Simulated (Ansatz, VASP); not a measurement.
# One calculation of MgO, two programs

The input INCAR:

```
PREC = Accurate
ENCUT = 840
EDIFF = 1E-7
ISMEAR = 0
SIGMA = 0.02
LREAL = False
LASPH = True
NELM = 120
ALGO = Normal
ISIF = 3
LWAVE = False
LCHARG = False
GGA = CA
IBRION = 2
NSW = 100
EDIFFG = -0.002
GGA_COMPAT = False
NELMIN = 4
```

Contents of KPOINTS:

```
regular mesh
0
Gamma
  10 10 10
```

File POSCAR:

```
MgO
1.0
    0.0000000000      2.1100000000      2.1100000000
    2.1100000000      0.0000000000      2.1100000000
    2.1100000000      2.1100000000      0.0000000000
Mg O
1 1
Direct
    0.0000000000      0.0000000000      0.0000000000
    0.5000000000      0.5000000000      0.5000000000
```

Input for Ansatz:

```yaml
crystal:
  lattice:
    - [0.0, 2.11, 2.11]
    - [2.11, 0.0, 2.11]
    - [2.11, 2.11, 0.0]
  atoms:
    - { symbol: Mg, position: [0.0, 0.0, 0.0] }
    - { symbol: O, position: [0.5, 0.5, 0.5] }
basis:
  ecutwfc: 420
kpoints:
  mp_grid: { grid: [10, 10, 10] }
hamiltonian:
  xc: lda
  pseudopotentials: { kind: paw, azcp: { folder: soft_1 } }
scf:
  occupations: { method: gaussian, width: 0.02 }
output:
  forces: true
  stress: true
  eigenvalues: true
relax:
  adjacent_minimum: "off"
  f_tol: 0.002
  max_steps: 80
  cell: { stress_tol: 0.02 }
```

Alike in both runs: task relaxation of cell and atoms; functional LDA; k mesh 10 × 10 × 10; occupations gaussian, width 0.02 eV; no spin polarisation.

|  | VASP | Ansatz |
| --- | --- | --- |
| version | VASP 6.6.1 | Ansatz 0.2.0 |
| potentials or method | VASP PAW LDA potentials, release 64 (Mg_sv, O), cutoff 840 eV | scalar-relativistic, plane waves, PAW |
| valence electrons in the cell | 16 | 16 |

```tsv
	VASP	Ansatz	Ansatz less VASP
gap on the k mesh at the Fermi level, each at its own relaxed structure (eV)	5.00	5.03	+0.030
relaxed volume (Å³/atom)	9.04	9.00	-0.032
relaxed length of the cell vector where the two differ most in proportion (Å)	2.946	2.942	-0.0035
```

Ansatz warns that its potentials were made for another functional, while VASP's fit it. LDA's correlation is that of Perdew and Zunger in VASP and of Perdew and Wang (1992) in Ansatz.
